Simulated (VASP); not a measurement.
# Sr (C2/m) in VASP: single point with PBEsol

Aim: the single point of Sr with PBEsol.

Program: VASP 6.6.1. These are calculated values, not measurements. Logs are shortened: lines on timing, memory, paths and dates and some standing lists are left out, and cuts for length are marked.

## 1. The cell of the first run

It takes space group C2/m (No. 12, monoclinic). The conventional cell has a = 7.262 Å, b = 4.195 Å, c = 10.561 Å, α = 90.00°, β = 103.18°, γ = 90.00°. Sr (site symmetry 2/m) has 12 Sr at 4.19 to 4.20 Å within 5.5 Å. Within 5.5 Å of Sr (site symmetry m) lie 12 Sr at 4.19 to 4.21 Å.

## 2. Single point, PBEsol

File INCAR:

```
PREC = Accurate ; ENCUT = 520
EDIFF = 1E-6 ; ISMEAR = 0
SIGMA = 0.1 ; LREAL = False
LASPH = True ; NELM = 80
ALGO = Fast ; ISIF = 2
LWAVE = False ; LCHARG = True
GGA = PS ; LELF = True
LVHAR = True ; NBANDS = 22
```

File KPOINTS:

```
regular mesh
0
Gamma
  12 12 4
```

File POSCAR:

```
Sr
1.0
    3.6308848741     -2.0975045004      0.0070505639
    3.6308848741      2.0975045004      0.0070505639
   -2.4288909663      0.0000000000     10.2780654911
Sr
3
Direct
    0.0000000000      0.0000000000      0.5000000000
    0.2225846569      0.2225846569      0.1673354987
    0.7774153431      0.7774153431      0.8326645013
```

Potentials or basis: VASP PAW PBE potentials, release 64 (Sr_sv).

On the command line:

```
$ cat potpaw_PBE.64/Sr_sv/POTCAR > POTCAR
$ mpirun -np 1 vasp_std > vasp.out
```

OUTCAR:

```text
PREC = Accurate
   ENCUT = 520
   EDIFF = 1E-6
   ISMEAR = 0
   LREAL = False
   LASPH = True
   NELM = 80
   ISIF = 2
   GGA = PS

 ion  position               nearest neighbor table
   1  0.000  0.000  0.500-   2 4.19   3 4.19   3 4.19   3 4.19   2 4.19   2 4.19
   2  0.223  0.223  0.167-   1 4.19   1 4.19   1 4.19   3 4.21   3 4.21   3 4.21
   3  0.777  0.777  0.833-   1 4.19   1 4.19   1 4.19   2 4.21   2 4.21   2 4.21

  LATTYP: Found a base centered monoclinic cell.
 ALAT       =     7.2617834392
 B/A-ratio  =     0.5776830218
 C/A-ratio  =     1.4543482370
 COS(beta)  =    -0.2280930994

  Lattice vectors:

 A1 = (   3.6308848741,  -2.0975045004,   0.0070505639)
 A2 = (   3.6308848741,   2.0975045004,   0.0070505639)
 A3 = (  -2.4288909663,   0.0000000000,  10.2780654911)

Analysis of symmetry for initial positions (statically):
=====================================================================
 Subroutine PRICEL returns:
 Original cell was already a primitive cell.

 Routine SETGRP: Setting up the symmetry group for a
 base centered monoclinic supercell.

 Subroutine GETGRP returns: Found  4 space group operations
 (whereof  4 operations were pure point group operations)
 out of a pool of  4 trial point group operations.

The static configuration has the point symmetry C_2h.

Analysis of symmetry for dynamics (positions and initial velocities):
=====================================================================
 Subroutine PRICEL returns:
 Original cell was already a primitive cell.

 Routine SETGRP: Setting up the symmetry group for a
 base centered monoclinic supercell.

 Subroutine GETGRP returns: Found  4 space group operations
 (whereof  4 operations were pure point group operations)
 out of a pool of  4 trial point group operations.

The dynamic configuration has the point symmetry C_2h.

 Subroutine INISYM returns: Found  4 space group operations
 (whereof  4 operations are pure point group operations),
 and found     1 'primitive' translations

----------------------------------------------------------------------------------------

                                     Primitive cell

  volume of cell :     156.6232

  direct lattice vectors                    reciprocal lattice vectors
     3.630884874 -2.097504500  0.007050564     0.137644315 -0.238378511  0.032527817
     3.630884874  2.097504500  0.007050564     0.137644315  0.238378511  0.032527817
    -2.428890966  0.000000000 10.278065491    -0.000188843  0.000000000  0.097249947

  length of vectors
     4.193196848  4.193196848 10.561161942     0.277179240  0.277179240  0.097250130

  position of ions in fractional coordinates (direct lattice)
     1.000000000  1.000000000  0.500000000
     0.222584657  0.222584657  0.167335499
     0.777415343  0.777415343  0.832664501

  ion indices of the primitive-cell ions
   primitive index   ion index
                 1           1
                 2           2
                 3           3

----------------------------------------------------------------------------------------

 KPOINTS: regular mesh

Automatic generation of k-mesh.
 Grid dimensions read from file:
 generate k-points for:   12   12    4

 Generating k-lattice:

  Cartesian coordinates                     Fractional coordinates (reciprocal lattice)
     0.011470360 -0.019864876  0.002710651     0.083333333 -0.000000000 -0.000000000
     0.011470360  0.019864876  0.002710651    -0.000000000  0.083333333 -0.000000000
    -0.000047211  0.000000000  0.024312487    -0.000000000 -0.000000000  0.250000000

  Length of vectors
     0.023098270  0.023098270  0.024312533

  Shift w.r.t. Gamma in fractional coordinates (k-lattice)
     0.000000000  0.000000000  0.000000000

 Subroutine IBZKPT returns following result:
 ===========================================

 Found    164 irreducible k-points:

 Following reciprocal coordinates:
            Coordinates               Weight
  0.000000  0.000000  0.000000      1.000000
  0.083333 -0.000000  0.000000      4.000000
  0.166667 -0.000000 -0.000000      4.000000
  0.250000  0.000000  0.000000      4.000000
  0.333333 -0.000000 -0.000000      4.000000
  0.416667 -0.000000  0.000000      4.000000
[... 16 lines left out ...]
  0.500000  0.166667  0.000000      4.000000
 -0.416667  0.166667  0.000000      4.000000
 [... further k-points ...]
   k-points           NKPTS =    164   k-points in BZ     NKDIM =    164   number of bands    NBANDS=     22
   number of dos      NEDOS =    301   number of ions     NIONS =      3
   total plane-waves  NPLWV =  81920
   dimension x,y,z NGX =    32 NGY =   32 NGZ =   80
   dimension x,y,z NGXF=    64 NGYF=   64 NGZF=  160
   ions per type =               3
   NGX,Y,Z   is equivalent  to a cutoff of  12.69, 12.69, 12.59 a.u.
   NGXF,Y,Z  is equivalent  to a cutoff of  25.37, 25.37, 25.19 a.u.
 SYSTEM =  unknown system
   PREC   = accura    normal or accurate (medium, high low for compatibility)
   ISTART =      0    job   : 0-new  1-cont  2-samecut
   ICHARG =      2    charge: 1-file 2-atom 10-const
   ISPIN  =      1    spin polarized calculation?
   LNONCOLLINEAR =      F non collinear calculations
   LSORBIT =      F    spin-orbit coupling
   LASPH  =      T    aspherical Exc in radial PAW
   ENCUT  =  520.0 eV  38.22 Ry    6.18 a.u.   7.80  7.80 19.64*2*pi/ulx,y,z
   NELM   =     80;   NELMIN=  2; NELMDL= -5     # of ELM steps
   EDIFF  = 0.1E-05   stopping-criterion for ELM
   LREAL  =      F    real-space projection
   EDIFFG = 0.1E-04   stopping-criterion for IOM
   NSW    =      0    number of steps for IOM
   IBRION =     -1    ionic relax: 0-MD 1-quasi-New 2-CG
   NFREE  =      0    steps in history (QN), initial steepest desc. (CG)
   ISIF   =      2    stress and relaxation
   ISYM   =      2    0-nonsym 1-usesym 2-fastsym
   POTIM  = 0.5000    time-step for ionic-motion
   TEBEG  =    0.0;   TEEND  =   0.0 temperature during run
   PSTRESS=    0.0 pullay stress
   NELECT =      30.0000    total number of electrons
   NUPDOWN=      -1.0000    fix difference up-down
   EMIN   =  10.00;   EMAX   =-10.00  energy-range for DOS
   EFERMI =   0.00;   METHOD = LEGACY
   ISMEAR =     0;   SIGMA  =   0.10  broadening in eV -4-tet -1-fermi 0-gaus
   EFERMI_NEDOS =   21; number of points for ismear=-14 and -15
   IALGO  =     68    algorithm
   IMIX   =      4    mixing-type and parameters
     AMIX     =   0.40;   BMIX     =  1.00
     AMIX_MAG =   1.60;   BMIX_MAG =  1.00
  volume/ion in A,a.u.               =      52.21       352.32
  Fermi-wavevector in a.u.,A,eV,Ry     =   0.943691  1.783318 12.116711  0.890553
  Thomas-Fermi vector in A             =   2.071423
   LORBIT       =      0    0 simple, 1 ext, 2 COOP (PROOUT), +10 PAW based schemes
   GGA     = PS    functional components
   LHFCALC =     F    Hartree Fock is set to
   AEXX    =    0.0000 exact exchange contribution
   IVDW    =     0    specifies the selected vdW correction
   LEPSILON=     F    determine dielectric tensor
   LRPA    =     F    only Hartree local field effects (RPA)
 non-spin polarized calculation
 RMM-DIIS sequential band-by-band and
 Gauss-broadening in eV      SIGMA  =   0.10
  energy-cutoff  :      520.00
  volume of cell :      156.62
 maximum number of plane-waves:      4240
   NGX = 15   NGY = 15   NGZ = 39

 number of electron      30.0000000 magnetization

 Free energy of the ion-electron system (eV)
  ---------------------------------------------------
  ext. energy  EPLUGINS =         0.00000000
  ---------------------------------------------------
  free energy    TOTEN  =        -5.51982952 eV

  energy without entropy =       -5.50357404  energy(sigma->0) =       -5.51170178

 E-fermi :   1.7026     XC(G=0):  -7.5945

 val. band max:        1.7002362985   @ k =  -0.3333   0.3333   0.5000
 cond. band min:       1.7029462081   @ k =   0.4167  -0.0000   0.2500
 fundamental gap:      0.0027099096
 Fermi energy:         1.7026161884

 k-point     1 :       0.0000    0.0000    0.0000
  band No.  band energies     occupation
      1     -34.7594      2.00000
      2     -34.7484      2.00000
      3     -34.7396      2.00000
      4     -16.8316      2.00000
      5     -16.8275      2.00000
      6     -16.6771      2.00000
[... 14 lines left out ...]
     21       4.0804      0.00000
     22       4.0943      0.00000

 k-point     2 :       0.0833   -0.0000    0.0000
  band No.  band energies     occupation
      1     -34.7584      2.00000
      2     -34.7477      2.00000
      3     -34.7388      2.00000
      4     -16.8332      2.00000
      5     -16.8217      2.00000
      6     -16.6888      2.00000
[... 14 lines left out ...]
     21       4.1752      0.00000
     22       4.1969      0.00000

 k-point     3 :       0.1667   -0.0000   -0.0000
  band No.  band energies     occupation
      1     -34.7554      2.00000
      2     -34.7459      2.00000
      3     -34.7369      2.00000
      4     -16.8314      2.00000
      5     -16.8154      2.00000
      6     -16.7191      2.00000
[... 14 lines left out ...]
     21       4.2594      0.00000
     22       4.3196      0.00000

 k-point     4 :       0.2500    0.0000    0.0000
  band No.  band energies     occupation
      1     -34.7513      2.00000
      2     -34.7436      2.00000
      3     -34.7344      2.00000
      4     -16.8300      2.00000
      5     -16.8208      2.00000
      6     -16.7580      2.00000
[... 14 lines left out ...]
     21       3.9978      0.00000
     22       4.2925      0.00000

 k-point     5 :       0.3333   -0.0000   -0.0000
  band No.  band energies     occupation
      1     -34.7471      2.00000
      2     -34.7413      2.00000
      3     -34.7319      2.00000
      4     -16.8488      2.00000
      5     -16.8361      2.00000
      6     -16.8026      2.00000
[... 14 lines left out ...]
     21       3.7262      0.00000
     22       4.0973      0.00000

 k-point     6 :       0.4167   -0.0000    0.0000
  band No.  band energies     occupation
      1     -34.7437      2.00000
      2     -34.7397      2.00000
      3     -34.7302      2.00000
      4     -16.8747      2.00000
      5     -16.8532      2.00000
      6     -16.8385      2.00000
[... 14 lines left out ...]
     21       3.6966      0.00000
     22       3.9554      0.00000

 k-point     7 :       0.5000    0.0000    0.0000
  band No.  band energies     occupation
      1     -34.7424      2.00000
      2     -34.7392      2.00000
      3     -34.7295      2.00000
      4     -16.8851      2.00000
      5     -16.8590      2.00000
      6     -16.8535      2.00000
[... 324 lines left out ...]
      6     -16.7412      2.00000
[... 14 lines left out ...]
     21       4.1189      0.00000
     22       4.2799      0.00000

 k-point    21 :       0.3333    0.1667    0.0000
  band No.  band energies     occupation
      1     -34.7490      2.00000
      2     -34.7427      2.00000
      3     -34.7330      2.00000
      4     -16.8322      2.00000
      5     -16.8210      2.00000
      6     -16.7755      2.00000
[... 14 lines left out ...]
     21       3.8061      0.00000
     22       4.0399      0.00000

 k-point    22 :       0.4167    0.1667    0.0000
  band No.  band energies     occupation
      1     -34.7453      2.00000
      2     -34.7406      2.00000
      3     -34.7309      2.00000
      4     -16.8423      2.00000
      5     -16.8302      2.00000
      6     -16.8120      2.00000
[... 14 lines left out ...]
     21       3.5602      0.00000
     22       3.8104      0.00000

 k-point    23 :       0.5000    0.1667    0.0000
  band No.  band energies     occupation
      1     -34.7424      2.00000
      2     -34.7393      2.00000
      3     -34.7295      2.00000
      4     -16.8607      2.00000
      5     -16.8385      2.00000
      6     -16.8335      2.00000
[... 14 lines left out ...]
     21       3.4709      0.00000
     22       3.8002      0.00000

 k-point    24 :      -0.4167    0.1667    0.0000
  band No.  band energies     occupation
      1     -34.7412      2.00000
      2     -34.7389      2.00000
      3     -34.7290      2.00000
      4     -16.8681      2.00000
      5     -16.8487      2.00000
      6     -16.8359      2.00000
[... 14 lines left out ...]
     21       3.4517      0.00000
     22       3.8794      0.00000

 [... further k-points ...]
[... 5 lines left out ...]
  --------------------------------------------------------------------------------------
  -------------------------------------------------------------------------------------
  Total        0.0081789      0.0031311      0.0031399      0.0000000      0.0000000      0.0061477
  in kB        0.0836657      0.0320298      0.0321200      0.0000000      0.0000000      0.0628879
  external PRESSURE =       0.0492718 kB  Pullay stress =       0.0000000 kB

 VOLUME and BASIS-vectors are now :
 -----------------------------------------------------------------------------
  energy-cutoff  :      520.00
  volume of cell :      156.62
      direct lattice vectors                 reciprocal lattice vectors
     3.630884874 -2.097504500  0.007050564     0.137644315 -0.238378511  0.032527817
     3.630884874  2.097504500  0.007050564     0.137644315  0.238378511  0.032527817
    -2.428890966  0.000000000 10.278065491    -0.000188843  0.000000000  0.097249947

 POSITION                                       TOTAL-FORCE (eV/Angst)
 -----------------------------------------------------------------------------------
     -1.21445      0.00000      5.13903         0.000000      0.000000      0.000000
      1.20992      0.00000      1.72302        -0.000205      0.000000     -0.003391
      3.62296      0.00000      8.56914         0.000205      0.000000      0.003391
 -----------------------------------------------------------------------------------
    total drift:                               -0.000000     -0.000000      0.000000

  FREE ENERGIE OF THE ION-ELECTRON SYSTEM (eV)
  ---------------------------------------------------
  free  energy   TOTEN  =        -5.5198295221 eV

  energy  without entropy=       -5.5035740358  energy(sigma->0) =       -5.51170178
```

Run time: 15 min. Hardware: 1 thread of Oxide Virtual Turin-like, shared host; peak memory 0.55 GiB.

Results:

* Free energy: -5.5198 eV
* Pressure: 0.0 GPa
* Largest force: 0.003 eV/Å
* Band gap on the k mesh: zero (band 15 reaches 1.77 eV, above the bottom of band 16 at 1.70 eV)

Forces in eV/Å, atoms in the order of the input:
```
Sr   0.000  0.000  0.000
Sr   0.000  0.000 -0.003
Sr   0.000  0.000  0.003
```

Levels at points of the mesh, in eV from the Fermi level:
```
           k point  band 13  band 14  band 15  band 16  band 17  band 18
(0.00, 0.00, 0.00)    -3.77    -2.15    -2.14     0.76     0.77     2.25
(0.50, 0.00, 0.00)    -1.18    -0.77    -0.67     0.05     0.31     0.35
(0.50, 0.50, 0.00)    -1.03    -0.98    -0.61     0.13     0.18     0.22
(0.00, 0.00, 0.50)    -3.31    -3.31    -1.20     0.11     1.74     1.78
(0.50, 0.00, 0.50)    -1.03    -0.98    -0.61     0.14     0.18     0.22
(0.50, 0.50, 0.50)    -1.17    -0.77    -0.67     0.05     0.31     0.35
```

Caveat: the PAW data sets were made with another functional, which shifts forces and pressure a little.
